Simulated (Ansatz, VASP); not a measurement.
**AlNi in VASP and in Ansatz**

```
Al Ni
1.0
     2.89272    0.00000    0.00000
     0.00000    2.89272    0.00000
     0.00000    0.00000    2.89272
Al Ni
1 1
Direct
  0.99309 0.99309 0.00000
  0.50318 0.50318 0.50000
```

Change from the starting cell: mode 4 frozen in at -0.020 Å and mode 5 at -0.020 Å (largest displacements).

Alike in both runs: task single point; functional PBE; k mesh 16 × 16 × 16; occupations gaussian, width 0.15 eV; no spin polarisation.

```csv
,VASP,Ansatz
version,VASP 6.6.1,Ansatz 0.2.0
potentials or method,"VASP PAW PBE potentials, release 64 (Al, Ni), cutoff 520 eV","scalar-relativistic, plane waves, PAW"
valence electrons in the cell,13,21
```

```tsv
	VASP	Ansatz	Ansatz less VASP
gap on the k mesh at the Fermi level (eV)	none	none	-
pressure (GPa)	0.0	0.1	+0.12
traceless stress, the component that is largest in VASP (GPa)	0.12	0.12	-0.002
rms of the force components (eV/Å)	0.136	0.135	-0.0011
```

Atom by atom the forces differ by 0.001 eV/Å (rms over components). A gap of «none» marks a metal or a gap that the smearing closes. VASP's potentials hold 13 valence electrons a cell and Ansatz's 21, so a difference there can come from the potentials and not from the codes.
